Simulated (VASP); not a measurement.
# SiC in VASP: single point with PBE

Aim: the single point of SiC with PBE.

Program: VASP 6.6.1. These are calculated values, not measurements. Logs are shortened: lines on timing, memory, paths and dates and some standing lists are left out, and cuts for length are marked.

### Step 1. The cell of the first run

The cell holds a slab with vacuum, 8 atoms: a = 3.097 Å, b = 4.379 Å, c = 18.645 Å, α = 90.00°, β = 90.00°, γ = 90.00°.

### Step 2. Single point, PBE

Contents of INCAR:

```
ALGO = Normal
DIPOL = 0.5 0.5 0.499
EDIFF = 1E-6
ENCUT = 520
GGA = PE
IDIPOL = 3
ISIF = 2
ISMEAR = 0
LASPH = True
LCHARG = False
LDIPOL = True
LREAL = False
LWAVE = False
NBANDS = 26
NELM = 60
PREC = Accurate
SIGMA = 0.05
```

Contents of KPOINTS:

```
k-points
0
Gamma
  9 6 1
```

Contents of POSCAR:

```
SiC
1.0
    3.0967389835      0.0000000000      0.0000000000
    0.0000000000      4.3794502696      0.0000000000
    0.0000000000      0.0000000000     18.6451084753
Si C
4 4
Direct
    0.5000000000      0.5000000000      0.3754335894
    0.0000000000      0.0000000000      0.4584778631
    0.5000000000      0.4971400005      0.5447631746
    0.0000000000     -0.0501096345      0.6110684896
    0.0000000000      0.2500000000      0.3754335894
    0.5000000000      0.7500000000      0.4584778631
    0.0000000000      0.2559423838      0.5433315258
    0.5000000000      0.7547379375      0.6239280836
```

Potentials or basis: VASP PAW PBE potentials, release 64 (Si, C).

Launch:

```bash
$ cat potpaw_PBE.64/Si/POTCAR potpaw_PBE.64/C/POTCAR > POTCAR
$ mpirun -np 1 vasp_std > vasp.out
```

OUTCAR:

```text
EDIFF = 1E-6
   ENCUT = 520
   GGA = PE
   ISIF = 2
   ISMEAR = 0
   LASPH = True
   LREAL = False
   NELM = 60
   PREC = Accurate

 ion  position               nearest neighbor table
   1  0.500  0.500  0.375-   6 1.90   5 1.90   5 1.90   2 3.10   2 3.10   2 3.10   2 3.10
   2  0.000  0.000  0.458-   5 1.90   6 1.90   6 1.90   7 1.94   4 2.85   1 3.10   1 3.10   1 3.10
                             1 3.10   3 3.12   3 3.12   3 3.14   3 3.14
   3  0.500  0.497  0.545-   8 1.86   7 1.87   7 1.87   6 1.95   4 2.80   4 2.80   4 3.11   4 3.11
                             2 3.12   2 3.12   2 3.14   2 3.14
   4  0.000  0.950  0.611-   8 1.78   8 1.78   7 1.84   3 2.80   3 2.80   2 2.85   3 3.11   3 3.11

   5  0.000  0.250  0.375-   2 1.90   1 1.90   1 1.90
   6  0.500  0.750  0.458-   1 1.90   2 1.90   2 1.90   3 1.95
   7  0.000  0.256  0.543-   4 1.84   3 1.87   3 1.87   2 1.94
   8  0.500  0.755  0.624-   4 1.78   4 1.78   3 1.86

  LATTYP: Found a simple orthorhombic cell.
 ALAT       =     3.0967389835
 B/A-ratio  =     1.4142135624
 C/A-ratio  =     6.0208847354

  Lattice vectors:

 A1 = (   3.0967389835,   0.0000000000,   0.0000000000)
 A2 = (   0.0000000000,   4.3794502696,   0.0000000000)
 A3 = (   0.0000000000,   0.0000000000,  18.6451084753)

Analysis of symmetry for initial positions (statically):
=====================================================================
 Subroutine PRICEL returns:
 Original cell was already a primitive cell.

 Routine SETGRP: Setting up the symmetry group for a
 simple orthorhombic supercell.

 Subroutine GETGRP returns: Found  2 space group operations
 (whereof  2 operations were pure point group operations)
 out of a pool of  8 trial point group operations.

The static configuration has the point symmetry C_1h.

Analysis of symmetry for dynamics (positions and initial velocities):
=====================================================================
 Subroutine PRICEL returns:
 Original cell was already a primitive cell.

 Routine SETGRP: Setting up the symmetry group for a
 simple orthorhombic supercell.

 Subroutine GETGRP returns: Found  2 space group operations
 (whereof  2 operations were pure point group operations)
 out of a pool of  8 trial point group operations.

The dynamic configuration has the point symmetry C_1h.

 Subroutine INISYM returns: Found  2 space group operations
 (whereof  2 operations are pure point group operations),
[... 113 lines left out ...]
   PSTRESS=    0.0 pullay stress
   NELECT =      32.0000    total number of electrons
   NUPDOWN=      -1.0000    fix difference up-down
   EMIN   =  10.00;   EMAX   =-10.00  energy-range for DOS
   EFERMI =   0.00;   METHOD = LEGACY
   ISMEAR =     0;   SIGMA  =   0.05  broadening in eV -4-tet -1-fermi 0-gaus
   EFERMI_NEDOS =   21; number of points for ismear=-14 and -15
   IALGO  =     38    algorithm
   IMIX   =      4    mixing-type and parameters
     AMIX     =   0.40;   BMIX     =  1.00
     AMIX_MAG =   1.60;   BMIX_MAG =  1.00
  volume/ion in A,a.u.               =      31.61       213.30
  Fermi-wavevector in a.u.,A,eV,Ry     =   0.821918  1.553200  9.191403  0.675549
  Thomas-Fermi vector in A             =   1.933161
   LORBIT       =      0    0 simple, 1 ext, 2 COOP (PROOUT), +10 PAW based schemes
   GGA     = PE    functional components
   LHFCALC =     F    Hartree Fock is set to
   AEXX    =    0.0000 exact exchange contribution
   IVDW    =     0    specifies the selected vdW correction
   LEPSILON=     F    determine dielectric tensor
   LRPA    =     F    only Hartree local field effects (RPA)
 non-spin polarized calculation
 Gauss-broadening in eV      SIGMA  =   0.05
  energy-cutoff  :      520.00
  volume of cell :      252.87
 maximum number of plane-waves:      6840
 NGX is ok and might be reduce to    24
   NGX = 11   NGY = 17   NGZ = 69

 dipolmoment           0.000000      0.000000     -0.000003 electrons x Angstroem

 number of electron      31.9999997 magnetization

 dipolmoment           0.000000      0.000000      0.005120 electrons x Angstroem

 Free energy of the ion-electron system (eV)
  ---------------------------------------------------
  ext. energy  EPLUGINS =         0.00000000
  ---------------------------------------------------
  free energy    TOTEN  =       -54.72139749 eV

  energy without entropy =      -54.72131456  energy(sigma->0) =      -54.72135603

 E-fermi :  -0.5188     XC(G=0):  -4.7131

 val. band max:       -0.6107183777   @ k =   0.3333   0.5000   0.0000
 cond. band min:      -0.4287470457   @ k =   0.4444   0.0000   0.0000
 fundamental gap:      0.1819713320
 Fermi energy:        -0.5188460772

 k-point     1 :       0.0000    0.0000    0.0000
  band No.  band energies     occupation
      1     -16.0841      2.00000
      2     -14.2196      2.00000
      3     -12.0674      2.00000
      4     -11.3304      2.00000
      5      -8.6374      2.00000
      6      -7.3287      2.00000
[... 569 lines left out ...]
     25       6.2415      0.00000
     26       7.1587      0.00000

------------------------ aborting loop because EDIFF is reached ----------------------------------------

 vacuum level on the upper side and lower side of the slab       (xc-potential included)        -0.111        -0.190

  FORCE on cell =-STRESS in cart. coord.  units (eV):
  Direction    XX          YY          ZZ          XY          YZ          ZX
  --------------------------------------------------------------------------------------
  -------------------------------------------------------------------------------------
  Total       -0.4968659     -2.2659952     -2.2526857      0.0000000      1.4833965      0.0000000
  in kB       -3.1481882    -14.3575537    -14.2732237      0.0000000      9.3989367      0.0000000
  external PRESSURE =     -10.5929885 kB  Pullay stress =       0.0000000 kB

 VOLUME and BASIS-vectors are now :
 -----------------------------------------------------------------------------
  energy-cutoff  :      520.00
  volume of cell :      252.87
      direct lattice vectors                 reciprocal lattice vectors
     3.096738983  0.000000000  0.000000000     0.322920338  0.000000000  0.000000000
     0.000000000  4.379450270  0.000000000     0.000000000  0.228339161  0.000000000
     0.000000000  0.000000000 18.645108475     0.000000000  0.000000000  0.053633370

 POSITION                                       TOTAL-FORCE (eV/Angst)
 -----------------------------------------------------------------------------------
      1.54837      2.18973      7.00000         0.000000     -2.757727      1.916697
      0.00000      0.00000      8.54837         0.000000      0.285087     -1.180032
      1.54837      2.17720     10.15717         0.000000      0.002811      0.002810
      0.00000      4.16000     11.39344         0.000000     -0.008562     -0.010608
      0.00000      1.09486      7.00000         0.000000      1.803265     -0.489788
      1.54837      3.28459      8.54837         0.000000      0.665870     -0.240843
      0.00000      1.12089     10.13048         0.000000      0.002291     -0.003032
      1.54837      3.30534     11.63321         0.000000      0.006964      0.004796
 -----------------------------------------------------------------------------------
    total drift:                                0.000000     -0.000034     -0.000075

  FREE ENERGIE OF THE ION-ELECTRON SYSTEM (eV)
  ---------------------------------------------------
  free  energy   TOTEN  =       -54.7213974945 eV

  energy  without entropy=      -54.7213145564  energy(sigma->0) =      -54.72135603

 vacuum level on the upper side and lower side of the slab         4.470         4.383
```

OSZICAR:

```text
N       E                     dE             d eps       ncg     rms          rms(c)
DAV:   1     0.188090601362E+03    0.18809E+03   -0.11868E+04  1040   0.958E+02
DAV:   2    -0.359247063575E+02   -0.22402E+03   -0.20944E+03  1502   0.203E+02
DAV:   3    -0.627415899826E+02   -0.26817E+02   -0.26281E+02  1396   0.700E+01
[... 15 lines left out ...]
DAV:  19    -0.547213222246E+02   -0.17229E-03   -0.11439E-05  1124   0.900E-03    0.184E-03
DAV:  20    -0.547213727397E+02   -0.50515E-04   -0.37211E-06  1100   0.491E-03    0.931E-04
DAV:  21    -0.547213907628E+02   -0.18023E-04   -0.89848E-07  1052   0.252E-03    0.424E-04
DAV:  22    -0.547213969657E+02   -0.62029E-05   -0.40265E-07   928   0.147E-03    0.183E-04
DAV:  23    -0.547213974945E+02   -0.52877E-06   -0.42017E-08   960   0.611E-04
   1 F= -.54721397E+02 E0= -.54721356E+02  d E =-.829381E-04
```

Wall time 1.9 min (1 thread of Intel Xeon Platinum 8488C (Sapphire Rapids), shared host); peak memory 0.37 GiB.

Results:

```
Free energy            : -54.7214 eV
Largest force          : 3.358 eV/Å
Band gap on the k mesh : 0.18 eV (least direct gap 0.50 eV)
```

Forces in eV/Å, atoms in the order of the input:
```
Si   0.000 -2.758  1.917
Si   0.000  0.285 -1.180
Si   0.000  0.003  0.003
Si   0.000 -0.009 -0.011
C    0.000  1.803 -0.490
C    0.000  0.666 -0.241
C    0.000  0.002 -0.003
C    0.000  0.007  0.005
```
